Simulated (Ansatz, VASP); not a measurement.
**C: VASP beside Ansatz**

INCAR

```
SYSTEM = C
  PREC = Accurate
  ENCUT = 910
  EDIFF = 1E-6
  ISMEAR = -1
  SIGMA = 0.05
  LREAL = .FALSE.
  LASPH = .TRUE.
  NELM = 120
  ALGO = Normal
  ISIF = 2
  LWAVE = .FALSE.
  LCHARG = .FALSE.
  GGA = CA
  NBANDS = 11
  GGA_COMPAT = .FALSE.
```

File KPOINTS:

```
regular mesh
0
G
  7 7 7
  0 0 0
```

Contents of POSCAR:

```
C
1.0
    0.0000000000      1.7833700000      1.7833700000
    1.7833700000      0.0000000000      1.7833700000
    1.7833700000      1.7833700000      0.0000000000
C
2
Direct
    0.7500000000      0.7500000000      0.7500000000
    0.5000000000      0.5000000000      0.5000000000
```

input.yaml

```yaml
crystal:
  lattice:
    - [0.0, 1.78337, 1.78337]
    - [1.78337, 0.0, 1.78337]
    - [1.78337, 1.78337, 0.0]
  atoms:
    - { symbol: C, position: [0.75, 0.75, 0.75] }
    - { symbol: C, position: [0.5, 0.5, 0.5] }
hamiltonian:
  xc: lda
  pseudopotentials: { kind: paw }
kpoints:
  mp_grid: { grid: [7, 7, 7] }
scf:
  occupations: { method: fermi_dirac, width: 0.05 }
  n_extra_bands: 6
output:
  forces: true
  stress: true
  eigenvalues: true
  dos: { projected: true, de: 0.05, nscf_kmesh: { grid: [11, 11, 11] } }
```

Alike in both runs: functional LDA; k mesh 7 × 7 × 7; occupations fermi-dirac, width 0.05 eV; no spin polarisation.

```csv
,VASP,Ansatz
version,VASP 6.6.1,Ansatz 0.2.0
potentials or method,"VASP PAW LDA potentials, release 64 (C_h)",Ansatz PAW
plane-wave cutoff (eV),910,420
valence electrons in the cell,8,8
task,single point,projected density of states
```

Ansatz gave:

| Item | Value |
| --- | --- |
| gap on the k mesh at the Fermi level (eV) | 4.23 |
| least direct gap on the mesh (eV) | 5.54 |

Problem. Which values does VASP return?

Solution. gap on the k mesh at the Fermi level (eV): 4.22; least direct gap on the mesh (eV): 5.54.

LDA's correlation is that of Perdew and Zunger in VASP and of Perdew and Wang (1992) in Ansatz.

The k mesh is coarse, so the values compare programs but aren't converged. Noted on VASP's run: the cutoff is short for stress, so the pressure is rough. Noted on Ansatz's run: Pulay correction over one GPa; odd divisions of the mesh miss points on the zone boundary, where band edges often lie, so the gap on the mesh can be too wide.
